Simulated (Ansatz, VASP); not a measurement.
Two plane-wave programs on Cs

Contents of INCAR:

```
SYSTEM = Cs
  PREC = Accurate
  ENCUT = 520
  EDIFF = 1E-6
  ISMEAR = -1
  SIGMA = 0.08
  LREAL = .FALSE.
  LASPH = .TRUE.
  NELM = 60
  ALGO = Normal
  ISIF = 2
  LWAVE = .FALSE.
  LCHARG = .FALSE.
  GGA = PE
  NBANDS = 16
```

KPOINTS

```
regular mesh
0
G
  6 6 6
  0 0 0
```

The input POSCAR:

```
Cs
1.0
    0.0000000000      5.0742296288      5.0742296288
    5.0742296288      0.0000000000      5.0742296288
    5.0742296288      5.0742296288      0.0000000000
Cs
2
Direct
   -0.1250000000     -0.1250000000     -0.1250000000
    0.1250000000      0.1250000000      0.1250000000
```

Input for Ansatz:

```yaml
crystal:
  lattice:
    - [0.0, 5.0742296288, 5.0742296288]
    - [5.0742296288, 0.0, 5.0742296288]
    - [5.0742296288, 5.0742296288, 0.0]
  atoms:
    - { symbol: Cs, position: [-0.125, -0.125, -0.125] }
    - { symbol: Cs, position: [0.125, 0.125, 0.125] }
kpoints:
  mp_grid: { grid: [6, 6, 6] }
scf:
  occupations: { method: fermi_dirac, width: 0.08 }
hamiltonian:
  xc: pbe
  pseudopotentials: { kind: paw }
output:
  forces: true
  stress: true
  eigenvalues: true
  populations: true
```

Change from the starting cell: volume scaled by 0.7, PAW files.

Alike in both runs: task single point; functional PBE; k mesh 6 × 6 × 6; occupations fermi-dirac, width 0.08 eV; no spin polarisation.

|  | VASP | Ansatz |
| --- | --- | --- |
| version | VASP 6.6.1 | Ansatz 0.2.0 |
| potentials or method | VASP PAW PBE potentials, release 64 (Cs_sv) | PAW with Ansatz's default frozen-core files, scalar-relativistic |
| plane-wave cutoff (eV) | 520 | 420 |
| valence electrons in the cell | 18 | 18 |

|  | VASP | Ansatz | Ansatz less VASP |
| --- | --- | --- | --- |
| pressure (GPa) | 0.4 | 0.4 | +0.01 |

Neither program's run includes spin-orbit coupling.
